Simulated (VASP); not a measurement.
# TiB2 (P6/mmm) in VASP: a series of runs

The runs below take TiB2 through single point, with r2SCAN.

Program: VASP 6.6.1. These are calculated values, not measurements. Logs are shortened: lines on timing, memory, paths and dates and some standing lists are left out, and cuts for length are marked.

## (1) The cell of the first run

Symmetry: P6/mmm, No. 191, hexagonal system. The conventional cell has a = 2.963 Å, b = 2.963 Å, c = 3.159 Å, α = 90.00°, β = 90.00°, γ = 120.00°. Ti (site symmetry 6/mmm) has 12 B at 2.33 Å and 8 Ti at 2.96 to 3.16 Å within 3.2 Å. Within 2.4 Å of B (site symmetry -6m2) lie 3 B at 1.71 Å and 6 Ti at 2.33 Å.

## (2) Single point, r2SCAN

The input, POSCAR:

```
TiB2
1.0
    2.9631498204      0.0000000000      0.0000000000
   -1.4815749102      2.5661630197      0.0000000000
    0.0000000000      0.0000000000      3.1585228900
Ti B
1 2
Direct
    0.0000000000      0.0000000000      0.0000000000
    0.3333333333      0.6666666667      0.5000000000
    0.6666666667      0.3333333333      0.5000000000
```

The input, INCAR.step1:

```
SYSTEM = TiB2
PREC = Accurate
ENCUT = 550
ISMEAR = -1
SIGMA = 0.1
LREAL = .False.
LASPH = .True.
NELM = 120
NBANDS = 16
GGA = PE
ALGO = Normal
EDIFF = 1E-5
LWAVE = .True.
LCHARG = .False.
GGA_COMPAT = .False.
```

The input, INCAR.step2:

```
SYSTEM = TiB2
PREC = Accurate
ENCUT = 550
EDIFF = 1E-6
ISMEAR = -1
SIGMA = 0.1
LREAL = .False.
LASPH = .True.
NELM = 120
ALGO = Normal
ISIF = 2
LWAVE = .False.
LCHARG = .False.
METAGGA = R2SCAN
LMIXTAU = .True.
NBANDS = 16
ISTART = 1
GGA_COMPAT = .False.
```

The input, KPOINTS:

```
Automatic mesh
0
Gamma
  13 13 10
  0 0 0
```

Potentials or basis: VASP PAW PBE potentials, release 64 (Ti_sv, B).

Launch:

```
$ cat potpaw_PBE.64/Ti_sv/POTCAR potpaw_PBE.64/B/POTCAR > POTCAR
$ cp INCAR.step1 INCAR
$ mpirun -np 1 vasp_std > vasp.out
$ cp INCAR.step2 INCAR
$ mpirun -np 1 vasp_std > vasp.out
```

OUTCAR:

```text
SYSTEM = TiB2
   PREC = Accurate
   ENCUT = 550
   EDIFF = 1E-6
   ISMEAR = -1
   LREAL = .False.
   LASPH = .True.
   NELM = 120
   ISIF = 2
   METAGGA = R2SCAN
   ISTART = 1

 ion  position               nearest neighbor table
   1  0.000  0.000  0.000-   2 2.33   3 2.33   2 2.33   3 2.33   3 2.33   3 2.33   2 2.33   2 2.33
                             3 2.33   3 2.33   2 2.33   2 2.33
   2  0.333  0.667  0.500-   3 1.71   3 1.71   3 1.71   1 2.33   1 2.33   1 2.33   1 2.33   1 2.33
                             1 2.33
   3  0.667  0.333  0.500-   2 1.71   2 1.71   2 1.71   1 2.33   1 2.33   1 2.33   1 2.33   1 2.33
                             1 2.33

  LATTYP: Found a hexagonal cell.
 ALAT       =     2.9631498204
 C/A-ratio  =     1.0659342529

  Lattice vectors:

 A1 = (   2.9631498204,   0.0000000000,   0.0000000000)
 A2 = (  -1.4815749102,   2.5661630197,   0.0000000000)
 A3 = (   0.0000000000,   0.0000000000,   3.1585228900)

Analysis of symmetry for initial positions (statically):
=====================================================================
 Subroutine PRICEL returns:
 Original cell was already a primitive cell.

 Routine SETGRP: Setting up the symmetry group for a
 hexagonal supercell.

 Subroutine GETGRP returns: Found 24 space group operations
 (whereof 24 operations were pure point group operations)
 out of a pool of 24 trial point group operations.

The static configuration has the point symmetry D_6h.

Analysis of symmetry for dynamics (positions and initial velocities):
=====================================================================
 Subroutine PRICEL returns:
 Original cell was already a primitive cell.

 Routine SETGRP: Setting up the symmetry group for a
 hexagonal supercell.

 Subroutine GETGRP returns: Found 24 space group operations
 (whereof 24 operations were pure point group operations)
 out of a pool of 24 trial point group operations.

The dynamic configuration has the point symmetry D_6h.

 Subroutine INISYM returns: Found 24 space group operations
 (whereof 24 operations are pure point group operations),
 and found     1 'primitive' translations

----------------------------------------------------------------------------------------

                                     Primitive cell

[... 90 lines left out ...]
   ENCUT  =  550.0 eV  40.42 Ry    6.36 a.u.   5.67  5.67  6.04*2*pi/ulx,y,z
   NELM   =    120;   NELMIN=  2; NELMDL=  0     # of ELM steps
   EDIFF  = 0.1E-05   stopping-criterion for ELM
   LREAL  =      F    real-space projection
   EDIFFG = 0.1E-04   stopping-criterion for IOM
   NSW    =      0    number of steps for IOM
   IBRION =     -1    ionic relax: 0-MD 1-quasi-New 2-CG
   NFREE  =      0    steps in history (QN), initial steepest desc. (CG)
   ISIF   =      2    stress and relaxation
   ISYM   =      2    0-nonsym 1-usesym 2-fastsym
   POTIM  = 0.5000    time-step for ionic-motion
   TEBEG  =    0.0;   TEEND  =   0.0 temperature during run
   PSTRESS=    0.0 pullay stress
   NELECT =      18.0000    total number of electrons
   NUPDOWN=      -1.0000    fix difference up-down
   EMIN   =  10.00;   EMAX   =-10.00  energy-range for DOS
   EFERMI =   0.00;   METHOD = LEGACY
   ISMEAR =    -1;   SIGMA  =   0.10  broadening in eV -4-tet -1-fermi 0-gaus
   EFERMI_NEDOS =   21; number of points for ismear=-14 and -15
   IALGO  =     38    algorithm
   IMIX   =      4    mixing-type and parameters
     AMIX     =   0.40;   BMIX     =  1.00
     AMIX_MAG =   1.60;   BMIX_MAG =  1.00
  volume/ion in A,a.u.               =       8.01        54.03
  Fermi-wavevector in a.u.,A,eV,Ry     =   1.487048  2.810114 30.086730  2.211312
  Thomas-Fermi vector in A             =   2.600258
   LORBIT       =      0    0 simple, 1 ext, 2 COOP (PROOUT), +10 PAW based schemes
   METAGGA = R2SCAN    functional components
   LHFCALC =     F    Hartree Fock is set to
   AEXX    =    0.0000 exact exchange contribution
   IVDW    =     0    specifies the selected vdW correction
   LEPSILON=     F    determine dielectric tensor
   LRPA    =     F    only Hartree local field effects (RPA)
 non-spin polarized calculation
  energy-cutoff  :      550.00
  volume of cell :       24.02
 maximum number of plane-waves:       721
 NGX is ok and might be reduce to    24
   NGX = 11   NGY = 11   NGZ = 13

 number of electron      18.0000000 magnetization

 Free energy of the ion-electron system (eV)
  ---------------------------------------------------
  ext. energy  EPLUGINS =         0.00000000
  ---------------------------------------------------
  free energy    TOTEN  =       -30.88687236 eV

  energy without entropy =      -30.87596546  energy(sigma->0) =      -30.88141891

 E-fermi :  10.9018     XC(G=0): -14.1071

 val. band max:       10.8597665577   @ k =   0.2308   0.2308   0.0000
 cond. band min:      10.9307350395   @ k =   0.0769  -0.0000   0.4000
 fundamental gap:      0.0709684818
 Fermi energy:        10.9018100663

 k-point     1 :       0.0000    0.0000    0.0000
  band No.  band energies     occupation
      1     -48.3377      2.00000
      2     -23.6704      2.00000
      3     -23.2907      2.00000
      4     -23.2907      2.00000
      5      -3.9816      2.00000
      6       7.9599      2.00000
[... 433 lines left out ...]
      3     -23.4074      2.00000
      4     -23.3149      2.00000
      5      -3.3445      2.00000
      6       6.6855      2.00000
[... 8 lines left out ...]
     15      19.5278      0.00000
     16      19.7216      0.00000

 [... further k-points ...]

------------------------ aborting loop because EDIFF is reached ----------------------------------------

  FORCE on cell =-STRESS in cart. coord.  units (eV):
  Direction    XX          YY          ZZ          XY          YZ          ZX
  --------------------------------------------------------------------------------------
  -------------------------------------------------------------------------------------
  Total        3.0639151      3.0639151      2.4861284      0.0000000      0.0000000      0.0000000
  in kB      204.3927225    204.3927225    165.8487720      0.0000000      0.0000000      0.0000000
  external PRESSURE =     191.5447390 kB  Pullay stress =       0.0000000 kB

 VOLUME and BASIS-vectors are now :
 -----------------------------------------------------------------------------
  energy-cutoff  :      550.00
  volume of cell :       24.02
      direct lattice vectors                 reciprocal lattice vectors
     2.963149820  0.000000000  0.000000000     0.337478717  0.194843428  0.000000000
    -1.481574910  2.566163020  0.000000000     0.000000000  0.389686856  0.000000000
     0.000000000  0.000000000  3.158522890     0.000000000  0.000000000  0.316603689

 POSITION                                       TOTAL-FORCE (eV/Angst)
 -----------------------------------------------------------------------------------
      0.00000      0.00000      0.00000         0.000000     -0.000000      0.000000
     -0.00000      1.71078      1.57926         0.000000      0.000000      0.000000
      1.48157      0.85539      1.57926        -0.000000     -0.000000      0.000000
 -----------------------------------------------------------------------------------
    total drift:                               -0.000000      0.000000      0.000000

  FREE ENERGIE OF THE ION-ELECTRON SYSTEM (eV)
  ---------------------------------------------------
  free  energy   TOTEN  =       -30.8868723618 eV

  energy  without entropy=      -30.8759654564  energy(sigma->0) =      -30.88141891
```

OUTCAR.step1:

```text
SYSTEM = TiB2
   PREC = Accurate
   ENCUT = 550
   ISMEAR = -1
   LREAL = .False.
   LASPH = .True.
   NELM = 120
[... 683 lines left out ...]
      0.00000      0.00000      0.00000        -0.000000      0.000000      0.000000
     -0.00000      1.71078      1.57926         0.000000     -0.000000      0.000000
      1.48157      0.85539      1.57926         0.000000      0.000000     -0.000000
 -----------------------------------------------------------------------------------
    total drift:                               -0.000000      0.000000      0.000000

  FREE ENERGIE OF THE ION-ELECTRON SYSTEM (eV)
  ---------------------------------------------------
  free  energy   TOTEN  =       -24.3375588533 eV

  energy  without entropy=      -24.3260091510  energy(sigma->0) =      -24.33178400
```

It took 4.8 min on 1 thread of AMD EPYC 7R13, shared host; peak memory 0.15 GiB.

What came out:

```yaml
Free_energy: -30.8869 eV
Pressure: 19.2 GPa
Band_gap_on_the_k_mesh: zero (bands 9 and 10 overlap by 0.60 eV)
```

Caveat: the cell stands under pressure; the PAW data sets were made with another functional, which shifts forces and pressure a little.

(Part 1 of 3 ends here.)
